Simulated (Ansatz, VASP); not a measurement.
## One calculation of Sb, two programs

Contents of INCAR:

```
SYSTEM = Sb
PREC     = Accurate       ! precision mode
ENCUT    = 520            ! plane-wave cutoff, eV
EDIFF    = 1E-8           ! SCF threshold, eV
ISMEAR   = -1             ! smearing method
SIGMA    = 0.05           ! smearing width, eV
LREAL    = .False.        ! projectors in reciprocal space
LASPH    = .True.         ! aspherical terms in the spheres
NELM     = 100            ! most SCF steps
ALGO     = Normal         ! electronic algorithm
ISIF     = 2              ! what is computed and relaxed
LWAVE    = .False.        ! write WAVECAR
LCHARG   = .False.        ! write CHGCAR
GGA      = PS             ! functional
LEFG     = .True.       
NBANDS   = 8              ! bands
```

File KPOINTS:

```
Automatic mesh
0
Gamma
  13 13 13
  0 0 0
```

Contents of POSCAR:

```
Sb
1.0
    3.1494313592      0.0000000000      0.0000000000
    0.0000000000      3.1494313592      0.0000000000
    0.0000000000      0.0000000000      3.1494313592
Sb
1
Direct
    0.0000000000      0.0000000000      0.0000000000
```

Input for Ansatz:

```yaml
crystal:
  lattice:
    - [3.1494313592, 0.0, 0.0]
    - [0.0, 3.1494313592, 0.0]
    - [0.0, 0.0, 3.1494313592]
  atoms:
    - { symbol: Sb, position: [0.0, 0.0, 0.0] }
kpoints:
  mp_grid: { grid: [13, 13, 13] }
scf:
  occupations: { method: fermi_dirac, width: 0.05 }
hamiltonian:
  xc: pbesol
  pseudopotentials: { kind: paw }
output:
  forces: true
  stress: true
  eigenvalues: true
  efg: { contact_densities: true }
  write_density: true
  write_potential: true
  elf: true
  volumetric_format: npy
```

Change from the starting cell: volume scaled by 0.99, PAW files.

Alike in both runs: task electric field gradients; functional PBEsol; k mesh 13 × 13 × 13; occupations fermi-dirac, width 0.05 eV; no spin polarisation.

```csv
,VASP,Ansatz
version,VASP 6.6.1,Ansatz 0.2.0
potentials or method,"VASP PAW PBE potentials, release 64 (Sb)","PAW with Ansatz's default frozen-core files, scalar-relativistic"
plane-wave cutoff (eV),520,420
valence electrons in the cell,5,15
```

```tsv
	VASP	Ansatz	Ansatz less VASP
pressure (GPa)	-4.5	-4.5	-0.04
```

VASP's potentials were made for PBE, not for PBEsol. With one functional, cell and mesh, what is left measures potentials, basis and numerics. VASP's potentials hold 5 valence electrons a cell and Ansatz's 15, so a difference there can come from the potentials and not from the codes.

Neither program's run includes spin-orbit coupling.
